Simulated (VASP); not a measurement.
Wanted: the native input for a VASP 6.6.1 run.

| Item | Value |
| --- | --- |
| Task | single point |
| Functional | PBE |
| Potentials or basis | VASP PAW PBE potentials, release 64 (Si, O) |
| Cutoff | 520 eV |
| k mesh | 2 × 2 × 3 |
| Occupations | fermi-dirac, width 0.05 eV |
| Spin | collinear spin, zero start |
| Starting moments | [0.0, 0.0, 0.0, 0.0, 0.0, 0.0, 0.0, 0.0, 0.0, 0.0, 0.0, 0.0, 0.0, 0.0, 0.0, 0.0, 0.0, 0.0, 0.0, 0.0, 0.0, 0.0, 0.0, 0.0, 0.0] μB |
| Dipole correction | no |
| Further INCAR settings | LREAL = Auto; ALGO = Normal; EDIFF = 1e-07; NBANDS = 89 |

The structure of Si8O17 (a cell with a defect) lies in POSCAR:

```
Si8O17
1.0
   -4.1797000000     -4.1797000000      0.0000000000
    4.1797000000     -4.1797000000      0.0000000000
    0.0000000000      0.0000000000      5.3338000000
Si O
8 17
Direct
    0.5153758643      0.5151885303      0.0232918370
    0.0132261885      0.5070054071      0.2569475796
    0.5063332297      0.4944979305      0.4997502719
    0.0102404479      0.5043505515      0.7561629607
    0.0033618442     -0.0002498983      0.0028180659
    0.5065221188      0.0016203316      0.2495406652
    0.0051407996      0.0009538962      0.5011946455
    0.4968122114     -0.0278828624      0.7444759834
    0.2133968945      0.4998657798      0.0044279876
    0.0037402206      0.1977146685      0.2512448911
    0.8307382109      0.5287701270      0.0174176010
    0.0053985932      0.8104484772      0.2539086580
    0.1991869034      0.5102987056      0.5003029735
    0.0110550996      0.1959829653      0.7535312535
    0.8128137187      0.5022005168      0.5043957404
    0.0088277867      0.8080896954      0.7516447936
    0.6978114458     -0.0236709572      0.0013346957
    0.5103824437      0.6956431084      0.2626924519
    0.3119875828     -0.0076846424      0.0020135738
    0.5085498959      0.3052642534      0.2562088942
    0.6987301720     -0.0034391224      0.5044096142
    0.5027909898      0.6821844869      0.7519436424
    0.3052506161     -0.0263497380      0.4884343245
    0.4324446731      0.2617159126      0.6910879673
    0.6252994234      0.3218154413      0.8370992538
```

These files were run (other wordings do the same):

INCAR

```
SYSTEM = Si8O17
PREC = Accurate
ENCUT = 520
EDIFF = 1E-7
ISMEAR = -1
SIGMA = 0.05
LREAL = Auto
LASPH = .True.
NELM = 150
ALGO = Normal
ISIF = 2
LWAVE = .False.
LCHARG = .False.
ISPIN = 2
MAGMOM = 0 0 0 0 0 0 0 0 0 0 0 0 0 0 0 0 0 0 0 0 0 0 0 0 0
LORBIT = 11
GGA = PE
NBANDS = 89
```

KPOINTS

```
Automatic mesh
0
Gamma
  2 2 3
  0 0 0
```

Potentials or basis: VASP PAW PBE potentials, release 64 (Si, O).

Command:

```sh
$ cat potpaw_PBE.64/Si/POTCAR potpaw_PBE.64/O/POTCAR > POTCAR
$ mpirun -np 1 vasp_std > vasp.out
```

Results of the run:

```yaml
Pressure: 26.3 GPa
Largest_force: 0.329 eV/Å
Band_gap_on_the_k_mesh: 5.36 eV
Net_moment: 0.00 μB per cell
Valence_electrons_inside_the_program's_atomic_spheres: Si 1.57, 1.51, 1.48, 1.45, 1.46, 1.47, 1.49 (each value once); O 5.23, 5.28, 5.27, 5.26, 5.30, 5.24, 5.29, 5.16 (each value once)
```

Caveat: the k points lie up to 0.53 Å⁻¹ apart.

Run time: 9.3 min on 1 thread of AMD EPYC 7R13, on a shared host, peak memory 0.44 GiB.
